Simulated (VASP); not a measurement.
A run of VASP 6.6.1 is set up as follows.

Contents of INCAR:

```
SYSTEM = GaN
PREC = Accurate
ENCUT = 600
EDIFF = 1E-6
ISMEAR = 0
SIGMA = 0.01
LREAL = .FALSE.
LASPH = .TRUE.
NELM = 80
ALGO = Normal
ISIF = 3
LWAVE = .FALSE.
LCHARG = .FALSE.
GGA = PS
IBRION = 2
NSW = 80
EDIFFG = -0.001
PSTRESS = 400.0
```

Contents of KPOINTS:

```
Automatic mesh
0
G
  10 10 10
  0 0 0
```

POSCAR

```
GaN
1.0
    0.0000000000      2.2490690278      2.2490690278
    2.2490690278      0.0000000000      2.2490690278
    2.2490690278      2.2490690278      0.0000000000
Ga N
1 1
Direct
    0.0000000000      0.0000000000      0.0000000000
    0.7500000000      0.7500000000      0.7500000000
```

Potentials or basis: VASP PAW PBE potentials, release 64 (Ga_d, N).

Launch:

```sh
$ cat potpaw_PBE.64/Ga_d/POTCAR potpaw_PBE.64/N/POTCAR > POTCAR
$ mpirun -np 1 vasp_std > vasp.out
```

Question: Estimate the relaxed cell.

Answer: a = 3.021 Å, b = 3.021 Å, c = 3.021 Å, α = 60.00°, β = 60.00°, γ = 60.00°.

Question: Predict the space group after relaxing (to 0.1 Å).

Answer: F-43m (No. 216).

Question: Estimate the band gap on the k mesh.

Answer: 2.70 eV.

Question: Estimate the relaxed volume.

Answer: 9.75 Å³/atom.

Final structure:
```yaml
crystal:
  lattice:
    - [0.00000, 2.13622, 2.13622]
    - [2.13622, 0.00000, 2.13622]
    - [2.13622, 2.13622, 0.00000]
  atoms:
    - { symbol: Ga, position: [0.00000, 0.00000, 0.00000] }
    - { symbol: N, position: [0.75000, 0.75000, 0.75000] }
```

Caveat: the cell is relaxed towards a set pressure, so the run minimises the enthalpy, not the energy; the PAW data sets were made with another functional, which shifts forces and pressure a little.
